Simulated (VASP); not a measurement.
# NbC (Fm-3m) in VASP: a series of runs

The runs below take NbC through vibrations by perturbation theory, with LDA.

All numbers are computed with VASP 6.6.1; they aren't measurements. Logs are shortened: lines on timing, memory, paths and dates and some standing lists are left out, and cuts for length are marked.

## 1. The cell of the first run

It takes space group Fm-3m (No. 225, cubic). Conventional cell: a = 4.405 Å, b = 4.405 Å, c = 4.405 Å, α = 90.00°, β = 90.00°, γ = 90.00°. Within 2.9 Å of Nb (site symmetry m-3m) lie 6 C at 2.20 Å. C (site symmetry m-3m) has 6 Nb at 2.20 Å within 2.9 Å.

## 2. Vibrations by perturbation theory, LDA (volume scaled by 0.985)

Contents of INCAR:

```
SYSTEM = NbC
ALGO = Normal
EDIFF = 1E-8
ENCUT = 600
GGA_COMPAT = .FALSE.
IBRION = 8
ISIF = 2
ISMEAR = -1
LASPH = .TRUE.
LCHARG = .FALSE.
LREAL = .FALSE.
LWAVE = .FALSE.
NBANDS = 16
NELM = 120
NSW = 1
PREC = Accurate
SIGMA = 0.08
```

Contents of KPOINTS:

```
k-points
0
G
  14 14 14
  0 0 0
```

Contents of POSCAR:

```
NbC
1.0
    0.0000000000      2.2024748850      2.2024748850
    2.2024748850      0.0000000000      2.2024748850
    2.2024748850      2.2024748850      0.0000000000
Nb C
1 1
Direct
    0.0000000000      0.0000000000      0.0000000000
    0.5000000000      0.5000000000      0.5000000000
```

Potentials or basis: VASP PAW LDA potentials, release 64 (Nb_sv, C).

Run with:

```bash
> cat potpaw_LDA.64/Nb_sv/POTCAR potpaw_LDA.64/C/POTCAR > POTCAR
> mpirun -np 1 vasp_std > vasp.out
```

OUTCAR:

```text
SYSTEM = NbC
   EDIFF = 1E-8
   ENCUT = 600
   IBRION = 8
   ISIF = 2
   ISMEAR = -1
   LASPH = .TRUE.
   LREAL = .FALSE.
   NELM = 120
   NSW = 1
   PREC = Accurate

 ion  position               nearest neighbor table
   1  0.000  0.000  0.000-   2 2.20   2 2.20   2 2.20   2 2.20   2 2.20   2 2.20
   2  0.500  0.500  0.500-   1 2.20   1 2.20   1 2.20   1 2.20   1 2.20   1 2.20

  LATTYP: Found a face centered cubic cell.
 ALAT       =     4.4049497700

  Lattice vectors:

 A1 = (   0.0000000000,   2.2024748850,   2.2024748850)
 A2 = (   2.2024748850,   0.0000000000,   2.2024748850)
 A3 = (   2.2024748850,   2.2024748850,   0.0000000000)

Analysis of symmetry for initial positions (statically):
=====================================================================
 Subroutine PRICEL returns:
 Original cell was already a primitive cell.

 Routine SETGRP: Setting up the symmetry group for a
 face centered cubic supercell.

 Subroutine GETGRP returns: Found 48 space group operations
[... 9 lines left out ...]

 Routine SETGRP: Setting up the symmetry group for a
 face centered cubic supercell.

 Subroutine GETGRP returns: Found 48 space group operations
[... 11 lines left out ...]
                                     Primitive cell

  volume of cell :      21.3680

  direct lattice vectors                    reciprocal lattice vectors
     0.000000000  2.202474885  2.202474885    -0.227017345  0.227017345  0.227017345
     2.202474885  0.000000000  2.202474885     0.227017345 -0.227017345  0.227017345
     2.202474885  2.202474885  0.000000000     0.227017345  0.227017345 -0.227017345

  length of vectors
     3.114769853  3.114769853  3.114769853     0.393205575  0.393205575  0.393205575

  position of ions in fractional coordinates (direct lattice)
     0.000000000  0.000000000  0.000000000
     0.500000000  0.500000000  0.500000000

  ion indices of the primitive-cell ions
   primitive index   ion index
                 1           1
                 2           2

----------------------------------------------------------------------------------------

 KPOINTS: k-points

Automatic generation of k-mesh.
 Grid dimensions read from file:
 generate k-points for:   14   14   14

 Generating k-lattice:

  Cartesian coordinates                     Fractional coordinates (reciprocal lattice)
    -0.016215525  0.016215525  0.016215525     0.071428571  0.000000000  0.000000000
     0.016215525 -0.016215525  0.016215525     0.000000000  0.071428571  0.000000000
     0.016215525  0.016215525 -0.016215525     0.000000000  0.000000000  0.071428571

  Length of vectors
     0.028086113  0.028086113  0.028086113

  Shift w.r.t. Gamma in fractional coordinates (k-lattice)
     0.000000000  0.000000000  0.000000000

 Subroutine IBZKPT returns following result:
 ===========================================

 Found    104 irreducible k-points:

 Following reciprocal coordinates:
            Coordinates               Weight
  0.000000  0.000000  0.000000      1.000000
  0.071429  0.000000  0.000000      8.000000
  0.142857  0.000000  0.000000      8.000000
  0.214286  0.000000  0.000000      8.000000
  0.285714  0.000000  0.000000      8.000000
  0.357143  0.000000  0.000000      8.000000
[... 16 lines left out ...]
  0.214286  0.142857  0.000000     24.000000
  0.285714  0.142857  0.000000     24.000000
 [... further k-points ...]
   k-points           NKPTS =    104   k-points in BZ     NKDIM =    104   number of bands    NBANDS=     16
   number of dos      NEDOS =    301   number of ions     NIONS =      2
   total plane-waves  NPLWV =  21952
   dimension x,y,z NGX =    28 NGY =   28 NGZ =   28
[... 36 lines left out ...]
  Fermi-wavevector in a.u.,A,eV,Ry     =   1.516946  2.866613 31.308716  2.301126
  Thomas-Fermi vector in A             =   2.626268
   LORBIT       =      0    0 simple, 1 ext, 2 COOP (PROOUT), +10 PAW based schemes
   GGA     = CA    functional components
   LHFCALC =     F    Hartree Fock is set to
   AEXX    =    0.0000 exact exchange contribution
   IVDW    =     0    specifies the selected vdW correction
   LEPSILON=     F    determine dielectric tensor
   LRPA    =     F    only Hartree local field effects (RPA)
 non-spin polarized calculation
  energy-cutoff  :      600.00
  volume of cell :       21.37
 maximum number of plane-waves:       725
 NGX is ok and might be reduce to    28
   NGX = 13   NGY = 13   NGZ = 13

--------------------------------------- Ionic step        1  -------------------------------------------

 number of electron      17.0000000 magnetization

 Free energy of the ion-electron system (eV)
  ---------------------------------------------------
  ext. energy  EPLUGINS =         0.00000000
  ---------------------------------------------------
  free energy    TOTEN  =       -22.64711531 eV

  energy without entropy =      -22.63323892  energy(sigma->0) =      -22.64017711

 E-fermi :  13.1209     XC(G=0): -13.5196

 val. band max:       13.0488039115   @ k =   0.1429   0.0714   0.0000
 cond. band min:      13.1574698709   @ k =  -0.2143   0.2143   0.0714
 fundamental gap:      0.1086659594
 Fermi energy:        13.1208930197

 k-point     1 :       0.0000    0.0000    0.0000
  band No.  band energies     occupation
      1     -42.2638      2.00000
      2     -18.1021      2.00000
      3     -18.1021      2.00000
      4     -18.1021      2.00000
      5      -0.4353      2.00000
      6      11.6703      2.00000
[... 433 lines left out ...]
      3     -18.2253      2.00000
      4     -18.2083      2.00000
      5       1.1666      2.00000
      6       7.6787      2.00000
[... 8 lines left out ...]
     15      26.5301      0.00000
     16      29.8599      0.00000

 [... further k-points ...]

------------------------ aborting loop because EDIFF is reached ----------------------------------------

  FORCE on cell =-STRESS in cart. coord.  units (eV):
  Direction    XX          YY          ZZ          XY          YZ          ZX
  --------------------------------------------------------------------------------------
  -------------------------------------------------------------------------------------
  Total        0.6859118      0.6859118      0.6859118      0.0000000      0.0000000      0.0000000
  in kB       51.4299305     51.4299305     51.4299305      0.0000000      0.0000000      0.0000000
  external PRESSURE =      51.4299305 kB  Pullay stress =       0.0000000 kB

 VOLUME and BASIS-vectors are now :
 -----------------------------------------------------------------------------
  energy-cutoff  :      600.00
  volume of cell :       21.37
      direct lattice vectors                 reciprocal lattice vectors
     0.000000000  2.202474885  2.202474885    -0.227017345  0.227017345  0.227017345
     2.202474885  0.000000000  2.202474885     0.227017345 -0.227017345  0.227017345
     2.202474885  2.202474885  0.000000000     0.227017345  0.227017345 -0.227017345

 POSITION                                       TOTAL-FORCE (eV/Angst)
 -----------------------------------------------------------------------------------
      0.00000      0.00000      0.00000        -0.000000     -0.000000     -0.000000
      2.20247      2.20247      2.20247         0.000000      0.000000      0.000000
 -----------------------------------------------------------------------------------
    total drift:                               -0.000000      0.000000      0.000000

  FREE ENERGIE OF THE ION-ELECTRON SYSTEM (eV)
  ---------------------------------------------------
  free  energy   TOTEN  =       -22.6471153080 eV

  energy  without entropy=      -22.6332389178  energy(sigma->0) =      -22.64017711

[... ionic steps 2 to 3 ...]

--------------------------------------- Ionic step        4  -------------------------------------------

------------------------ aborting loop because EDIFF is reached ----------------------------------------

[... ionic steps 5 to 6 ...]

--------------------------------------- Ionic step        7  -------------------------------------------

 Free energy of the ion-electron system (eV)
  ---------------------------------------------------
  ---------------------------------------------------
  free energy    TOTEN  =        -0.11969023 eV

  energy without entropy =       -0.11969023

------------------------ aborting loop because EDIFF is reached ----------------------------------------

 INTERNAL STRAIN TENSOR  FOR ION    2  DIRECTION 1   (eV/Angst):
 -----------------------------------------------------------------------------
     0.00297  0.00000  0.00000
    -0.00000 -0.00114 -0.00000
     0.00000 -0.00000 -0.00114

 INTERNAL STRAIN TENSOR FOR ION    2 for displacements in x,y,z  (eV/Angst):
          X           Y           Z          XY          YZ          ZX
  --------------------------------------------------------------------------------
  x     0.00000     0.00000     0.00000     0.00000     0.00000     0.00000
  y     0.00000     0.00000     0.00000     0.00000     0.00000     0.00000
  z     0.00000     0.00000     0.00000     0.00000     0.00000     0.00000

 SECOND DERIVATIVES (NOT SYMMETRIZED)
 ------------------------------------
               1X          1Y          1Z          2X          2Y          2Z
  1X   -12.569505    0.000000    0.000000   12.569505    0.000000    0.000000
  1Y     0.000000  -12.569505    0.000000    0.000000   12.569505    0.000000
  1Z     0.000000    0.000000  -12.569505    0.000000    0.000000   12.569505
  2X    12.563823    0.000000    0.000000  -12.563823    0.000000    0.000000
  2Y     0.000000   12.563823    0.000000    0.000000  -12.563823    0.000000
  2Z     0.000000    0.000000   12.563823    0.000000    0.000000  -12.563823

 Eigenvectors and eigenvalues of the dynamical matrix
 ----------------------------------------------------

   1 f  =   16.991561 THz   106.761125 2PiTHz  566.777458 cm-1    70.271417 meV
             X         Y         Z           dx          dy          dz
      0.000000  0.000000  0.000000     0.338412   -0.000000    0.000000
      2.202475  2.202475  2.202475    -0.940998   -0.000000   -0.000000
[... 21 lines left out ...]
   6 f/i=    0.001223 THz     0.007686 2PiTHz    0.040805 cm-1     0.005059 meV
             X         Y         Z           dx          dy          dz
      0.000000  0.000000  0.000000    -0.000031    0.107453   -0.934843
      2.202475  2.202475  2.202475    -0.000011    0.038644   -0.336198

--------------------------------------------------------------------------------------------------------

 ELASTIC MODULI CONTR FROM IONIC RELAXATION (kBar)
 Direction    XX          YY          ZZ          XY          YZ          ZX
 --------------------------------------------------------------------------------
 XX           0.0000      0.0000      0.0000      0.0000      0.0000      0.0000
 YY           0.0000      0.0000      0.0000      0.0000      0.0000      0.0000
 ZZ           0.0000      0.0000      0.0000      0.0000      0.0000      0.0000
 XY           0.0000      0.0000      0.0000      0.0000      0.0000      0.0000
 YZ           0.0000      0.0000      0.0000      0.0000      0.0000      0.0000
 ZX           0.0000      0.0000      0.0000      0.0000      0.0000      0.0000
 --------------------------------------------------------------------------------
```

Run time: 6.2 min. Hardware: 1 thread of Intel Xeon 6975P-C (Granite Rapids), shared host; peak memory 0.37 GiB.

Results:

```
Highest phonon frequency at Γ, LO-TO splitting left out : 567 cm⁻¹
```

Phonon frequencies in cm⁻¹ (negative: imaginary):
| q point | frequencies |
| --- | --- |
| (0.000, 0.000, 0.000) | 0 0 0 567 567 567 |

Caveat: the cell differs from its parent crystal (volume scaled by 0.985); the cell wasn't relaxed at this level first, which shifts response properties.

## 3. Vibrations by perturbation theory, LDA

This run uses another cell than the first one, of 10.85 Å³/atom, 1.015 times its volume.

Contents of INCAR:

```
SYSTEM = NbC
PREC     = Accurate       ! precision mode
ENCUT    = 600            ! plane-wave cutoff, eV
EDIFF    = 1E-8           ! SCF threshold, eV
ISMEAR   = -1             ! smearing method
SIGMA    = 0.08           ! smearing width, eV
LREAL    = .FALSE.        ! projectors in reciprocal space
LASPH    = .TRUE.         ! aspherical terms in the spheres
NELM     = 120            ! most SCF steps
ALGO     = Normal         ! electronic algorithm
ISIF     = 2              ! what is computed and relaxed
LWAVE    = .FALSE.        ! write WAVECAR
LCHARG   = .TRUE.         ! write CHGCAR
NBANDS   = 16             ! bands
IBRION   = 8              ! ionic algorithm
NSW      = 1              ! ionic steps
GGA_COMPAT= .FALSE.
```

Contents of KPOINTS:

```
regular mesh
0
G
  14 14 14
  0 0 0
```

Contents of POSCAR:

```
NbC
1.0
    0.0000000000      2.2135986842      2.2135986842
    2.2135986842      0.0000000000      2.2135986842
    2.2135986842      2.2135986842      0.0000000000
Nb C
1 1
Direct
    0.0000000000      0.0000000000      0.0000000000
    0.5000000000      0.5000000000      0.5000000000
```

Potentials or basis: VASP PAW LDA potentials, release 64 (Nb_sv, C).

Run with:

```bash
> cat potpaw_LDA.64/Nb_sv/POTCAR potpaw_LDA.64/C/POTCAR > POTCAR
> mpirun -np 1 vasp_std > vasp.out
```

OUTCAR:

```text
SYSTEM = NbC
   PREC = Accurate
   ENCUT = 600
   EDIFF = 1E-8
   ISMEAR = -1
   LREAL = .FALSE.
   LASPH = .TRUE.
   NELM = 120
   ISIF = 2
   IBRION = 8
   NSW = 1

 ion  position               nearest neighbor table
   1  0.000  0.000  0.000-   2 2.21   2 2.21   2 2.21   2 2.21   2 2.21   2 2.21
   2  0.500  0.500  0.500-   1 2.21   1 2.21   1 2.21   1 2.21   1 2.21   1 2.21

  LATTYP: Found a face centered cubic cell.
 ALAT       =     4.4271973684

  Lattice vectors:

 A1 = (   0.0000000000,   2.2135986842,   2.2135986842)
 A2 = (   2.2135986842,   0.0000000000,   2.2135986842)
 A3 = (   2.2135986842,   2.2135986842,   0.0000000000)

Analysis of symmetry for initial positions (statically):
=====================================================================
 Subroutine PRICEL returns:
 Original cell was already a primitive cell.

[... 685 lines left out ...]
------------------------ aborting loop because EDIFF is reached ----------------------------------------

 INTERNAL STRAIN TENSOR  FOR ION    2  DIRECTION 1   (eV/Angst):
 -----------------------------------------------------------------------------
     0.00255 -0.00000 -0.00000
    -0.00000 -0.00086 -0.00000
     0.00000 -0.00000 -0.00086

 INTERNAL STRAIN TENSOR FOR ION    2 for displacements in x,y,z  (eV/Angst):
          X           Y           Z          XY          YZ          ZX
  --------------------------------------------------------------------------------
  x     0.00000     0.00000     0.00000     0.00000     0.00000     0.00000
  y     0.00000     0.00000     0.00000     0.00000     0.00000     0.00000
  z     0.00000     0.00000     0.00000     0.00000     0.00000     0.00000

 SECOND DERIVATIVES (NOT SYMMETRIZED)
 ------------------------------------
               1X          1Y          1Z          2X          2Y          2Z
  1X   -11.898318    0.000000    0.000000   11.898318    0.000000    0.000000
  1Y     0.000000  -11.898318    0.000000    0.000000   11.898318    0.000000
  1Z     0.000000    0.000000  -11.898318    0.000000    0.000000   11.898318
  2X    11.858985    0.000000    0.000000  -11.858985    0.000000    0.000000
  2Y     0.000000   11.858985    0.000000    0.000000  -11.858985    0.000000
  2Z     0.000000    0.000000   11.858985    0.000000    0.000000  -11.858985

 Eigenvectors and eigenvalues of the dynamical matrix
 ----------------------------------------------------

   1 f  =   16.510772 THz   103.740240 2PiTHz  550.740073 cm-1    68.283036 meV
             X         Y         Z           dx          dy          dz
      0.000000  0.000000  0.000000     0.000000    0.338841    0.000000
      2.213599  2.213599  2.213599     0.000000   -0.940844    0.000000
[... 21 lines left out ...]
   6 f/i=    0.008714 THz     0.054754 2PiTHz    0.290678 cm-1     0.036040 meV
             X         Y         Z           dx          dy          dz
      0.000000  0.000000  0.000000     0.000000    0.000000    0.940844
      2.213599  2.213599  2.213599     0.000000    0.000000    0.338841

--------------------------------------------------------------------------------------------------------

 ELASTIC MODULI CONTR FROM IONIC RELAXATION (kBar)
 Direction    XX          YY          ZZ          XY          YZ          ZX
 --------------------------------------------------------------------------------
 XX           0.0000      0.0000      0.0000      0.0000      0.0000      0.0000
 YY           0.0000      0.0000      0.0000      0.0000      0.0000      0.0000
 ZZ           0.0000      0.0000      0.0000      0.0000      0.0000      0.0000
 XY           0.0000      0.0000      0.0000      0.0000      0.0000      0.0000
 YZ           0.0000      0.0000      0.0000      0.0000      0.0000      0.0000
 ZX           0.0000      0.0000      0.0000      0.0000      0.0000      0.0000
 --------------------------------------------------------------------------------
```

OSZICAR:

```text
N       E                     dE             d eps       ncg     rms          rms(c)
DAV:   1     0.154040279579E+03    0.15404E+03   -0.94639E+03  3328   0.120E+03
DAV:   2    -0.185514494258E+02   -0.17259E+03   -0.16194E+03  3928   0.407E+02
DAV:   3    -0.260301331525E+02   -0.74787E+01   -0.73071E+01  4840   0.783E+01
[... 46 lines left out ...]
RMM:   8    -0.119347518553E+00   -0.11321E-05   -0.68103E-08 18676   0.133E-03    0.861E-05
RMM:   9    -0.119347106550E+00    0.41200E-06   -0.11577E-08 18590   0.502E-04    0.334E-05
RMM:  10    -0.119346933105E+00    0.17345E-06   -0.27930E-09 18497   0.207E-04    0.720E-06
RMM:  11    -0.119347005749E+00   -0.72644E-07   -0.23431E-09 18792   0.947E-05    0.316E-06
RMM:  12    -0.119346952586E+00    0.53162E-07   -0.19511E-09 18842   0.503E-05    0.759E-07
RMM:  13    -0.119346953151E+00   -0.56506E-09   -0.21219E-09 18687   0.340E-05    0.374E-07
 Linear response finished
```

It took 5 min on 1 thread of Intel Xeon 6975P-C (Granite Rapids), shared host; peak memory 0.36 GiB.

Results:

| Item | Value |
| --- | --- |
| Highest phonon frequency at Γ, LO-TO splitting left out | 551 cm⁻¹ |

Phonon frequencies in cm⁻¹ (negative: imaginary):
```
              q point        frequencies
(0.000, 0.000, 0.000)  0 0 0 551 551 551
```
